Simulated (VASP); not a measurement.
Here is a VASP 6.6.1 calculation.

The input INCAR:

```
SYSTEM = Si2W
PREC = Accurate ; ENCUT = 520
EDIFF = 1E-7 ; ISMEAR = 0
SIGMA = 0.05 ; LREAL = .FALSE.
LASPH = .TRUE. ; NELM = 150
ALGO = Normal ; ISIF = 2
LWAVE = .FALSE. ; LCHARG = .TRUE.
MAGMOM = 0 0 0 0 0 0 0 0 0 ; LORBIT = 11
LSORBIT = .TRUE. ; GGA_COMPAT = .FALSE.
LORBMOM = .TRUE. ; LMAXMIX = 4
GGA = PS ; IVDW = 13
LVHAR = .TRUE. ; NBANDS = 35
```

The input KPOINTS:

```
regular mesh
0
G
  14 14 14
  0 0 0
```

File POSCAR:

```
Si2W
1.0
   -1.6144971573      1.6144971573      3.9326574489
    1.6144971573     -1.6144971573      3.9326574489
    1.6144971573      1.6144971573     -3.9326574489
Si W
2 1
Direct
    0.3344905554      0.3344905554      0.0000000000
    0.6655094446      0.6655094446      0.0000000000
    0.0000000000      0.0000000000      0.0000000000
```

Potentials or basis: VASP PAW PBE potentials, release 64 (Si, W_sv).

The run is started by

```bash
$ cat potpaw_PBE.64/Si/POTCAR potpaw_PBE.64/W_sv/POTCAR > POTCAR
$ mpirun -np 1 vasp_ncl > vasp.out
```

(1) Estimate the largest force.

(2) Predict the dispersion energy per atom.

(3) Estimate the pressure.

Results:

(1) 0.056 eV/Å.

(2) -0.329 eV.

(3) -8.0 GPa.

Caveat: the cell stands under tension; the PAW data sets were made with another functional, which shifts forces and pressure a little.
